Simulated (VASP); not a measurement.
Runs of VASP 6.6.1 on MgBe2S3. The structure is that of space group P-3m1 (No. 164), or close to it. The cells are those of the table. 

| task | cell | k mesh | cutoff (eV) | smearing | gap on the mesh (eV) | pressure (GPa) | largest force (eV/Å) |
| --- | --- | --- | --- | --- | --- | --- | --- |
| single point | a = 3.403, b = 3.403, c = 8.457 Å, angles 90.0, 90.0, 120.0°, 6 atoms | 12 × 12 × 4 | 520 | gaussian 0.02 eV | 1.51 | -0.2 | 0.01 |
| relaxation of cell and atoms | relaxed from a = 3.452, b = 3.452, c = 8.856 Å, angles 90.0, 90.0, 120.0°, 6 atoms | 6 × 6 × 2 | 600 | gaussian 0.1 eV | 1.51 | 0.0 | 0.03 |
| single point | a = 3.406, b = 3.406, c = 8.448 Å, angles 90.0, 90.0, 120.0°, 6 atoms | 6 × 6 × 2 | 520 | gaussian 0.1 eV | 1.51 | -0.2 | 0.02 |
| single point | a = 3.452, b = 3.452, c = 8.856 Å, angles 90.0, 90.0, 120.0°, 6 atoms | 6 × 6 × 2 | 520 | gaussian 0.1 eV | (b) | -5.9 | (a) |

Alike in all rows: level PBE; potentials or basis VASP PAW PBE potentials, release 64 (Mg, Be, S); no spin polarisation.

Task: Fill in the values left out.

Result: (a) 1.04; (b) 1.08.

Caveats: forces of over 1 eV/Å act on the atoms, so gaps and moduli don't describe the material at rest (some runs).

A k mesh can miss the band edges.
